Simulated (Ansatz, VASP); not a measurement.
## One calculation of Co, two programs

File INCAR:

```
SYSTEM = Co
ALGO     = Normal         ! electronic algorithm
EDIFF    = 1E-6           ! SCF threshold, eV
ENCUT    = 520            ! plane-wave cutoff, eV
GGA      = PE             ! functional
ISIF     = 2              ! what is computed and relaxed
ISMEAR   = -1             ! smearing method
ISPIN    = 2              ! spin polarisation
LASPH    = .TRUE.         ! aspherical terms in the spheres
LCHARG   = .TRUE.         ! write CHGCAR
LELF     = .TRUE.         ! ELF
LMAXMIX  = 4              ! l up to which the mixer works
LORBIT   = 11             ! projections on sites
LREAL    = .FALSE.        ! projectors in reciprocal space
LVHAR    = .TRUE.       
LWAVE    = .FALSE.        ! write WAVECAR
MAGMOM   = 2 2            ! initial moments
NBANDS   = 20             ! bands
NELM     = 150            ! most SCF steps
PREC     = Accurate       ! precision mode
SIGMA    = 0.05           ! smearing width, eV
```

File KPOINTS:

```
k-points
0
G
  19 19 10
  0 0 0
```

Contents of POSCAR:

```
Co
1.0
    2.4935546764      0.0000000000      0.0000000000
   -1.2467773382      2.1594816955      0.0000000000
    0.0000000000      0.0000000000      4.0496739422
Co
2
Direct
    0.3333333333      0.6666666667      0.2500000000
    0.6666666667      0.3333333333      0.7500000000
```

Input for Ansatz:

```yaml
crystal:
  lattice:
    - [2.4935546764, 0.0, 0.0]
    - [-1.2467773382, 2.1594816955, 0.0]
    - [0.0, 0.0, 4.0496739422]
  atoms:
    - { symbol: Co, position: [0.3333333333, 0.6666666667, 0.25], spin: 2.0 }
    - { symbol: Co, position: [0.6666666667, 0.3333333333, 0.75], spin: 2.0 }
magnetization:
  spin_polarized: true
kpoints:
  mp_grid: { grid: [19, 19, 10] }
scf:
  occupations: { method: fermi_dirac, width: 0.05 }
hamiltonian:
  xc: pbe
  pseudopotentials: { kind: all_electron, lapw: { basis_error: 0.0005 } }
output:
  forces: true
  stress: true
  eigenvalues: true
```

Change from the starting cell: volume scaled by 0.97.

Alike in both runs: task single point; functional PBE; k mesh 19 × 19 × 10; occupations fermi-dirac, width 0.05 eV; collinear spin.

|  | VASP | Ansatz |
| --- | --- | --- |
| version | VASP 6.6.1 | Ansatz 0.2.0 |
| potentials or method | VASP PAW PBE potentials, release 64 (Co), cutoff 520 eV | all-electron LAPW, scalar-relativistic |

|  | VASP | Ansatz | Ansatz less VASP |
| --- | --- | --- | --- |
| pressure (GPa) | -1.5 | -0.9 | +0.61 |
| traceless stress, the component that is largest in VASP (GPa) | -1.08 | -1.01 | +0.065 |
| net moment per atom (μB) | 1.61 | 1.62 | +0.009 |
| size of the moment on the site where the two differ most (μB) | 1.63 | 1.68 | +0.043 |

Site moments also hang on the region over which each program counts them. Ansatz ran all-electron here, and VASP with PAW potentials.
